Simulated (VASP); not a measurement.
# InF (zincblende type) (F-43m) in VASP: notebook, part 2 of 2

VASP 6.6.1. Earlier steps stand in the parts before.

### 3 Single point, PBE (volume scaled by 0.97)

INCAR

```
ALGO     = Normal         # electronic algorithm
EDIFF    = 1E-7           # SCF threshold, eV
ENCUT    = 520            # plane-wave cutoff, eV
GGA      = PE             # functional
ISIF     = 2              # what is computed and relaxed
ISMEAR   = -1             # smearing method
LASPH    = True           # aspherical terms in the spheres
LCHARG   = False          # write CHGCAR
LREAL    = False          # projectors in reciprocal space
LWAVE    = False          # write WAVECAR
NBANDS   = 17             # bands
NELM     = 60             # most SCF steps
PREC     = Accurate       # precision mode
SIGMA    = 0.05           # smearing width, eV
```

KPOINTS

```
k-points
0
Gamma
  13 13 13
```

POSCAR

```
InF
1.0
    0.0000000000      2.9741353515      2.9741353515
    2.9741353515      0.0000000000      2.9741353515
    2.9741353515      2.9741353515      0.0000000000
In F
1 1
Direct
    0.0000000000      0.0000000000      0.0000000000
    0.2500000000      0.2500000000      0.2500000000
```

Potentials or basis: VASP PAW PBE potentials, release 64 (In_d, F).

The run is started by

```console
> cat potpaw_PBE.64/In_d/POTCAR potpaw_PBE.64/F/POTCAR > POTCAR
> mpirun -np 1 vasp_std > vasp.out
```

OUTCAR:

```text
EDIFF = 1E-7
   ENCUT = 520
   GGA = PE
   ISIF = 2
   ISMEAR = -1
   LASPH = True
   LREAL = False
   NELM = 60
   PREC = Accurate

 ion  position               nearest neighbor table
   1  0.000  0.000  0.000-   2 2.58   2 2.58   2 2.58   2 2.58
   2  0.250  0.250  0.250-   1 2.58   1 2.58   1 2.58   1 2.58

  LATTYP: Found a face centered cubic cell.
 ALAT       =     5.9482707030

  Lattice vectors:

 A1 = (   0.0000000000,   2.9741353515,   2.9741353515)
 A2 = (   2.9741353515,   0.0000000000,   2.9741353515)
 A3 = (   2.9741353515,   2.9741353515,   0.0000000000)

Analysis of symmetry for initial positions (statically):
=====================================================================
 Subroutine PRICEL returns:
 Original cell was already a primitive cell.

 Routine SETGRP: Setting up the symmetry group for a
 face centered cubic supercell.

 Subroutine GETGRP returns: Found 24 space group operations
 (whereof 24 operations were pure point group operations)
 out of a pool of 48 trial point group operations.

The static configuration has the point symmetry T_d .

Analysis of symmetry for dynamics (positions and initial velocities):
=====================================================================
 Subroutine PRICEL returns:
 Original cell was already a primitive cell.

 Routine SETGRP: Setting up the symmetry group for a
 face centered cubic supercell.

 Subroutine GETGRP returns: Found 24 space group operations
 (whereof 24 operations were pure point group operations)
 out of a pool of 48 trial point group operations.

The dynamic configuration has the point symmetry T_d .

 Subroutine INISYM returns: Found 24 space group operations
 (whereof 24 operations are pure point group operations),
 and found     1 'primitive' translations
[... 101 lines left out ...]
   ISIF   =      2    stress and relaxation
   ISYM   =      2    0-nonsym 1-usesym 2-fastsym
   POTIM  = 0.5000    time-step for ionic-motion
   TEBEG  =    0.0;   TEEND  =   0.0 temperature during run
   PSTRESS=    0.0 pullay stress
   NELECT =      20.0000    total number of electrons
   NUPDOWN=      -1.0000    fix difference up-down
   EMIN   =  10.00;   EMAX   =-10.00  energy-range for DOS
   EFERMI =   0.00;   METHOD = LEGACY
   ISMEAR =    -1;   SIGMA  =   0.05  broadening in eV -4-tet -1-fermi 0-gaus
   EFERMI_NEDOS =   21; number of points for ismear=-14 and -15
   IALGO  =     38    algorithm
   IMIX   =      4    mixing-type and parameters
     AMIX     =   0.40;   BMIX     =  1.00
     AMIX_MAG =   1.60;   BMIX_MAG =  1.00
  volume/ion in A,a.u.               =      26.31       177.53
  Fermi-wavevector in a.u.,A,eV,Ry     =   1.185898  2.241023 19.134617  1.406355
  Thomas-Fermi vector in A             =   2.322082
   LORBIT       =      0    0 simple, 1 ext, 2 COOP (PROOUT), +10 PAW based schemes
   GGA     = PE    functional components
   LHFCALC =     F    Hartree Fock is set to
   AEXX    =    0.0000 exact exchange contribution
   IVDW    =     0    specifies the selected vdW correction
   LEPSILON=     F    determine dielectric tensor
   LRPA    =     F    only Hartree local field effects (RPA)
 non-spin polarized calculation
  energy-cutoff  :      520.00
  volume of cell :       52.62
 maximum number of plane-waves:      1431
   NGX = 15   NGY = 15   NGZ = 15

 number of electron      20.0000012 magnetization

 Free energy of the ion-electron system (eV)
  ---------------------------------------------------
  ext. energy  EPLUGINS =         0.00000000
  ---------------------------------------------------
  free energy    TOTEN  =        -7.43427826 eV

  energy without entropy =       -7.43427826  energy(sigma->0) =       -7.43427826

 E-fermi :   2.8529     XC(G=0):  -7.9822

 val. band max:        1.9160750558   @ k =  -0.4615   0.4615   0.0000
 cond. band min:       3.7087600958   @ k =  -0.4615   0.4615   0.0000
 fundamental gap:      1.7926850400
 Fermi energy:         2.8529371425

 k-point     1 :       0.0000    0.0000    0.0000
  band No.  band energies     occupation
      1     -20.2161      2.00000
      2     -11.4690      2.00000
      3     -11.4690      2.00000
      4     -11.4690      2.00000
      5     -11.4249      2.00000
      6     -11.4249      2.00000
[... 457 lines left out ...]
      4     -11.4200      2.00000
      5     -11.4046      2.00000
      6     -11.3835      2.00000
[... 9 lines left out ...]
     16      14.1397      0.00000
     17      15.4366      0.00000

 [... further k-points ...]
[... 5 lines left out ...]
  --------------------------------------------------------------------------------------
  -------------------------------------------------------------------------------------
  Total        0.1993476      0.1993476      0.1993476     -0.0000000     -0.0000000      0.0000000
  in kB        6.0702881      6.0702881      6.0702881     -0.0000000     -0.0000000      0.0000000
  external PRESSURE =       6.0702881 kB  Pullay stress =       0.0000000 kB

 VOLUME and BASIS-vectors are now :
 -----------------------------------------------------------------------------
  energy-cutoff  :      520.00
  volume of cell :       52.62
      direct lattice vectors                 reciprocal lattice vectors
     0.000000000  2.974135352  2.974135352    -0.168116088  0.168116088  0.168116088
     2.974135352  0.000000000  2.974135352     0.168116088 -0.168116088  0.168116088
     2.974135352  2.974135352  0.000000000     0.168116088  0.168116088 -0.168116088

 POSITION                                       TOTAL-FORCE (eV/Angst)
 -----------------------------------------------------------------------------------
      0.00000      0.00000      0.00000        -0.000000     -0.000000     -0.000000
      1.48707      1.48707      1.48707         0.000000      0.000000      0.000000
 -----------------------------------------------------------------------------------
    total drift:                               -0.000000     -0.000000     -0.000000

  FREE ENERGIE OF THE ION-ELECTRON SYSTEM (eV)
  ---------------------------------------------------
  free  energy   TOTEN  =        -7.4342782615 eV

  energy  without entropy=       -7.4342782605  energy(sigma->0) =       -7.43427826
```

stdout:

```text
POSCAR found type information on POSCAR InF
 POSCAR found :  2 types and       2 ions
 scaLAPACK will be used
 LDA part: xc-table for (Slater+PW92), standard interpolation
 POSCAR, INCAR and KPOINTS ok, starting setup
 FFT: planning ... GRIDC
 FFT: planning ... GRID_SOFT
 FFT: planning ... GRID
 WAVECAR not read
 entering main loop
```

It took 1.7 min on 1 thread of AMD EPYC 7R43 (Zen 3), shared host; peak memory 0.18 GiB.

What came out:

```
Free energy            : -7.4343 eV
Pressure               : 0.6 GPa
Band gap on the k mesh : 1.79 eV, direct
```

Levels at points of the mesh, in eV from the valence-band top:
```tsv
k point	band 6	band 7	band 8	band 9	band 10	band 11	band 12	band 13	band 14	band 15
(0.00, 0.00, 0.00)	-13.34	-3.92	-3.58	-3.58	-3.58	6.44	6.44	6.44	9.79	12.13
```

Caveat: the cell differs from its parent crystal (volume scaled by 0.97); spin-orbit coupling is left out, which moves the levels of the heavy elements. A k mesh can miss the band edges.

### 4 Single point, PBE

This run uses another cell than the first one, of 27.12 Å³/atom, 1.063 times its volume.

INCAR

```
SYSTEM = InF
PREC = Accurate ; ENCUT = 520
EDIFF = 1E-7 ; ISMEAR = -1
SIGMA = 0.05 ; LREAL = .FALSE.
LASPH = .TRUE. ; NELM = 60
ALGO = Normal ; ISIF = 2
LWAVE = .FALSE. ; LCHARG = .FALSE.
GGA = PE ; NBANDS = 17
```

KPOINTS

```
Automatic mesh
0
G
  13 13 13
  0 0 0
```

POSCAR

```
InF
1.0
    0.0000000000      3.0044857676      3.0044857676
    3.0044857676      0.0000000000      3.0044857676
    3.0044857676      3.0044857676      0.0000000000
In F
1 1
Direct
    0.0000000000      0.0000000000      0.0000000000
    0.2500000000      0.2500000000      0.2500000000
```

The run is started by

```console
> cat potpaw_PBE.64/In_d/POTCAR potpaw_PBE.64/F/POTCAR > POTCAR
> mpirun -np 1 vasp_std > vasp.out
```

It took 96 s on 1 thread of AMD EPYC 7R43 (Zen 3), shared host; peak memory 0.18 GiB.

It converged, with:

```
Free energy            : -7.4383 eV
Pressure               : -0.1 GPa
Band gap on the k mesh : 1.92 eV, direct
```

Levels at points of the mesh, in eV from the valence-band top:
| k point | band 7 | band 8 | band 9 | band 10 | band 11 | band 12 | band 13 | band 14 |
| --- | --- | --- | --- | --- | --- | --- | --- | --- |
| (0.00, 0.00, 0.00) | -3.78 | -3.37 | -3.37 | -3.37 | 6.40 | 6.40 | 6.40 | 9.67 |

Caveat: spin-orbit coupling is left out, which moves the levels of the heavy elements. A k mesh can miss the band edges.

### 5 Single point, PBE (volume scaled by 1.03)

INCAR

```
SYSTEM = InF
PREC = Accurate
ENCUT = 520
EDIFF = 1E-6
ISMEAR = -1
SIGMA = 0.05
LREAL = .FALSE.
LASPH = .TRUE.
NELM = 80
ALGO = Normal
ISIF = 2
LWAVE = .FALSE.
LCHARG = .FALSE.
GGA = PE
NBANDS = 17
```

KPOINTS

```
regular mesh
0
G
  13 13 13
  0 0 0
```

POSCAR

```
InF
1.0
    0.0000000000      3.0342350862      3.0342350862
    3.0342350862      0.0000000000      3.0342350862
    3.0342350862      3.0342350862      0.0000000000
In F
1 1
Direct
    0.0000000000      0.0000000000      0.0000000000
    0.2500000000      0.2500000000      0.2500000000
```

Potentials or basis: VASP PAW PBE potentials, release 64 (In_d, F).

The run is started by

```console
> cat potpaw_PBE.64/In_d/POTCAR potpaw_PBE.64/F/POTCAR > POTCAR
> mpirun -np 1 vasp_std > vasp.out
```

OUTCAR:

```text
SYSTEM = InF
   PREC = Accurate
   ENCUT = 520
   EDIFF = 1E-6
   ISMEAR = -1
   LREAL = .FALSE.
   LASPH = .TRUE.
   NELM = 80
   ISIF = 2
   GGA = PE

 ion  position               nearest neighbor table
   1  0.000  0.000  0.000-   2 2.63   2 2.63   2 2.63   2 2.63
   2  0.250  0.250  0.250-   1 2.63   1 2.63   1 2.63   1 2.63

  LATTYP: Found a face centered cubic cell.
 ALAT       =     6.0684701724

  Lattice vectors:

 A1 = (   0.0000000000,   3.0342350862,   3.0342350862)
 A2 = (   3.0342350862,   0.0000000000,   3.0342350862)
 A3 = (   3.0342350862,   3.0342350862,   0.0000000000)

Analysis of symmetry for initial positions (statically):
=====================================================================
 Subroutine PRICEL returns:
 Original cell was already a primitive cell.

 Routine SETGRP: Setting up the symmetry group for a
 face centered cubic supercell.

 Subroutine GETGRP returns: Found 24 space group operations
 (whereof 24 operations were pure point group operations)
 out of a pool of 48 trial point group operations.

The static configuration has the point symmetry T_d .

Analysis of symmetry for dynamics (positions and initial velocities):
=====================================================================
 Subroutine PRICEL returns:
 Original cell was already a primitive cell.

 Routine SETGRP: Setting up the symmetry group for a
 face centered cubic supercell.

 Subroutine GETGRP returns: Found 24 space group operations
 (whereof 24 operations were pure point group operations)
 out of a pool of 48 trial point group operations.

The dynamic configuration has the point symmetry T_d .

 Subroutine INISYM returns: Found 24 space group operations
 (whereof 24 operations are pure point group operations),
 and found     1 'primitive' translations

----------------------------------------------------------------------------------------
[... 103 lines left out ...]
   PSTRESS=    0.0 pullay stress
   NELECT =      20.0000    total number of electrons
   NUPDOWN=      -1.0000    fix difference up-down
   EMIN   =  10.00;   EMAX   =-10.00  energy-range for DOS
   EFERMI =   0.00;   METHOD = LEGACY
   ISMEAR =    -1;   SIGMA  =   0.05  broadening in eV -4-tet -1-fermi 0-gaus
   EFERMI_NEDOS =   21; number of points for ismear=-14 and -15
   IALGO  =     38    algorithm
   IMIX   =      4    mixing-type and parameters
     AMIX     =   0.40;   BMIX     =  1.00
     AMIX_MAG =   1.60;   BMIX_MAG =  1.00
  volume/ion in A,a.u.               =      27.93       188.51
  Fermi-wavevector in a.u.,A,eV,Ry     =   1.162409  2.196634 18.384118  1.351195
  Thomas-Fermi vector in A             =   2.298970
   LORBIT       =      0    0 simple, 1 ext, 2 COOP (PROOUT), +10 PAW based schemes
   GGA     = PE    functional components
   LHFCALC =     F    Hartree Fock is set to
   AEXX    =    0.0000 exact exchange contribution
   IVDW    =     0    specifies the selected vdW correction
   LEPSILON=     F    determine dielectric tensor
   LRPA    =     F    only Hartree local field effects (RPA)
 non-spin polarized calculation
  energy-cutoff  :      520.00
  volume of cell :       55.87
 maximum number of plane-waves:      1522
   NGX = 15   NGY = 15   NGZ = 15

 number of electron      20.0000001 magnetization

 Free energy of the ion-electron system (eV)
  ---------------------------------------------------
  ext. energy  EPLUGINS =         0.00000000
  ---------------------------------------------------
  free energy    TOTEN  =        -7.43555347 eV

  energy without entropy =       -7.43555347  energy(sigma->0) =       -7.43555347

 E-fermi :   2.3548     XC(G=0):  -7.7083

 val. band max:        1.3112853989   @ k =  -0.4615   0.4615   0.0000
 cond. band min:       3.3454581314   @ k =  -0.4615   0.4615   0.0000
 fundamental gap:      2.0341727325
 Fermi energy:         2.3548260277

 k-point     1 :       0.0000    0.0000    0.0000
  band No.  band energies     occupation
      1     -20.3696      2.00000
      2     -11.9136      2.00000
      3     -11.9136      2.00000
      4     -11.9136      2.00000
      5     -11.8824      2.00000
      6     -11.8824      2.00000
[... 457 lines left out ...]
      4     -11.8768      2.00000
      5     -11.8647      2.00000
      6     -11.8472      2.00000
[... 9 lines left out ...]
     16      13.4091      0.00000
     17      14.6429      0.00000

 [... further k-points ...]
[... 5 lines left out ...]
  --------------------------------------------------------------------------------------
  -------------------------------------------------------------------------------------
  Total       -0.2503131     -0.2503131     -0.2503131      0.0000000      0.0000000      0.0000000
  in kB       -7.1782154     -7.1782154     -7.1782154      0.0000000      0.0000000      0.0000000
  external PRESSURE =      -7.1782154 kB  Pullay stress =       0.0000000 kB

 VOLUME and BASIS-vectors are now :
 -----------------------------------------------------------------------------
  energy-cutoff  :      520.00
  volume of cell :       55.87
      direct lattice vectors                 reciprocal lattice vectors
     0.000000000  3.034235086  3.034235086    -0.164786177  0.164786177  0.164786177
     3.034235086  0.000000000  3.034235086     0.164786177 -0.164786177  0.164786177
     3.034235086  3.034235086  0.000000000     0.164786177  0.164786177 -0.164786177

 POSITION                                       TOTAL-FORCE (eV/Angst)
 -----------------------------------------------------------------------------------
      0.00000      0.00000      0.00000         0.000000      0.000000      0.000000
      1.51712      1.51712      1.51712        -0.000000     -0.000000     -0.000000
 -----------------------------------------------------------------------------------
    total drift:                               -0.000000     -0.000000     -0.000000

  FREE ENERGIE OF THE ION-ELECTRON SYSTEM (eV)
  ---------------------------------------------------
  free  energy   TOTEN  =        -7.4355534727 eV

  energy  without entropy=       -7.4355534725  energy(sigma->0) =       -7.43555347
```

Wall time 82 s (1 thread of AMD EPYC 7R43 (Zen 3), shared host); peak memory 0.19 GiB.

Results:

* Free energy: -7.4356 eV
* Pressure: -0.7 GPa
* Band gap on the k mesh: 2.03 eV, direct

Caveat: the cell differs from its parent crystal (volume scaled by 1.03); spin-orbit coupling is left out, which moves the levels of the heavy elements. A k mesh can miss the band edges.

### 6 Overview

| cell | gap on the mesh (eV) | pressure (GPa) |
| --- | --- | --- |
| a = 4.163 Å, angles 60.0°, 2 atoms | 1.66 | 1.4 |
| a = 4.206 Å, angles 60.0°, 2 atoms | 1.79 | 0.6 |
| a = 4.249 Å, angles 60.0°, 2 atoms | 1.92 | -0.1 |
| a = 4.291 Å, angles 60.0°, 2 atoms | 2.03 | -0.7 |

Alike in all rows: task single point; level PBE; potentials or basis VASP PAW PBE potentials, release 64 (In_d, F); no spin polarisation; k mesh 13 × 13 × 13; cutoff (eV) 520; smearing fermi-dirac 0.05 eV.

Caveats: spin-orbit coupling is left out, which moves the levels of the heavy elements.

Absolute energies hang on the potentials; compare differences alone.
